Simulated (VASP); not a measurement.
## SiC4: single point with PBE

The system is SiC4.

```
Si C
1.0
     3.11441    0.00000    0.00000
     0.00000    3.11441    0.00000
     0.00000    0.00000    3.96938
Si C
1 4
Direct
  0.50000 0.50000 0.10156
  0.00000 0.50000 0.78348
  0.50000 0.00000 0.78348
  0.00000 0.50000 0.41967
  0.50000 0.00000 0.41967
```

```
Program                : VASP 6.6.1
Task                   : single point
Functional             : PBE
Potentials or basis    : VASP PAW PBE potentials, release 64 (Si, C_h)
Cutoff                 : 910 eV
k mesh                 : 4 × 4 × 4
Occupations            : gaussian, width 0.1 eV
Spin                   : no spin polarisation
Dipole correction      : no
Second run             : hard_potentials
Further INCAR settings : ALGO = Normal; EDIFF = 1e-06; NBANDS = 18
```

The pressure is -0.5 GPa, the largest force is 0.034 eV/Å and the band gap on the k mesh is zero (band 10 reaches 10.73 eV, above the bottom of band 11 at 9.68 eV).

Forces on the atoms (eV/Å):
```
Si   0.000  0.000  0.002
C    0.000  0.000  0.033
C    0.000  0.000  0.033
C    0.000  0.000 -0.034
C    0.000  0.000 -0.034
```

Stress tensor (GPa, compression positive):
```
-0.40  0.00  0.00
 0.00 -0.40  0.00
 0.00  0.00 -0.76
```

Levels at points of the mesh, in eV from the Fermi level:
| k point | band 6 | band 7 | band 8 | band 9 | band 10 | band 11 | band 12 | band 13 | band 14 | band 15 |
| --- | --- | --- | --- | --- | --- | --- | --- | --- | --- | --- |
| (0.00, 0.00, 0.00) | -7.05 | -4.10 | -1.65 | -1.10 | -1.10 | 1.76 | 1.76 | 3.31 | 6.67 | 6.67 |
| (0.50, 0.00, 0.00) | -7.83 | -4.73 | -3.03 | -2.93 | -1.80 | 0.85 | 2.61 | 3.16 | 4.36 | 5.99 |
| (0.50, 0.50, 0.00) | -7.56 | -6.49 | -6.49 | -6.07 | -2.13 | 0.95 | 2.96 | 4.08 | 5.49 | 7.84 |
| (0.00, 0.00, 0.50) | -5.66 | -5.40 | -3.62 | -3.62 | 0.64 | 2.26 | 2.26 | 2.91 | 5.28 | 5.62 |
| (0.50, 0.00, 0.50) | -3.75 | -3.64 | -2.28 | -1.74 | -0.28 | -0.28 | -0.24 | 1.37 | 2.34 | 5.26 |
| (0.50, 0.50, 0.50) | -9.55 | -8.16 | -4.66 | -2.43 | -2.43 | 3.54 | 4.30 | 6.59 | 7.67 | 7.93 |

It used 62 s of CPU time on 1 thread of AMD EPYC 7R13 Processor (Zen 3), on a shared host.

Caveat: the k points lie up to 0.50 Å⁻¹ apart; the cutoff is under 1.25 times the usual one of these potentials, so pressure, stress and relaxed cells hold a basis-set (Pulay) error.
